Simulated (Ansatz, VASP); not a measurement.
**FeO in VASP and in Ansatz**

The input INCAR:

```
PREC = Accurate ; ENCUT = 600
EDIFF = 1E-6 ; ISMEAR = -1
SIGMA = 0.05 ; LREAL = F
LASPH = T ; NELM = 150
ALGO = Normal ; ISIF = 3
LWAVE = F ; LCHARG = F
ISPIN = 2 ; MAGMOM = 3 0
LORBIT = 11 ; LMAXMIX = 4
GGA = PS ; IBRION = 2
NSW = 80 ; EDIFFG = -0.02
```

The input KPOINTS:

```
regular mesh
0
Gamma
  8 8 8
```

File POSCAR:

```
FeO
1.0
    0.0000000000      2.1554000000      2.1554000000
    2.1554000000      0.0000000000      2.1554000000
    2.1554000000      2.1554000000      0.0000000000
Fe O
1 1
Direct
    0.0000000000      0.0000000000      0.0000000000
    0.5000000000      0.5000000000      0.5000000000
```

The input input.yaml:

```yaml
crystal:
  lattice:
    - [0.0, 2.1554, 2.1554]
    - [2.1554, 0.0, 2.1554]
    - [2.1554, 2.1554, 0.0]
  atoms:
    - { symbol: Fe, position: [0.0, 0.0, 0.0], spin: 3.0 }
    - { symbol: O, position: [0.5, 0.5, 0.5] }
kpoints:
  mp_grid: { grid: [8, 8, 8] }
scf:
  occupations: { method: fermi_dirac, width: 0.05 }
hamiltonian:
  xc: pbesol
  pseudopotentials: { kind: all_electron, lapw: { basis_error: 0.001 } }
magnetization:
  spin_polarized: true
output:
  forces: true
  stress: true
relax:
  f_tol: 0.02
  max_steps: 60
  cell: {}
```

Alike in both runs: task relaxation of cell and atoms; functional PBEsol; k mesh 8 × 8 × 8; occupations fermi-dirac, width 0.05 eV; collinear spin.

|  | VASP | Ansatz |
| --- | --- | --- |
| version | VASP 6.6.1 | Ansatz 0.2.0 |
| potentials or method | VASP PAW PBE potentials, release 64 (Fe, O), cutoff 600 eV | all-electron LAPW, scalar-relativistic |

|  | VASP | Ansatz | Ansatz less VASP |
| --- | --- | --- | --- |
| net moment per atom (μB) | 2.00 | 2.00 | 0.000 |
| size of the moment on the site where the two differ most (μB) | 3.60 | 3.58 | -0.023 |
| relaxed volume (Å³/atom) | 9.58 | 9.57 | -0.015 |
| relaxed cell length with the largest relative difference (Å) | 3.004 | 3.002 | -0.0015 |

VASP's potentials were made for PBE, not for PBEsol. Site moments also hang on the region over which each program counts them. Ansatz ran all-electron here, and VASP with PAW potentials.

Noted on Ansatz's run: the k mesh is thin for a metal, which can move the energy by tens of meV per atom.
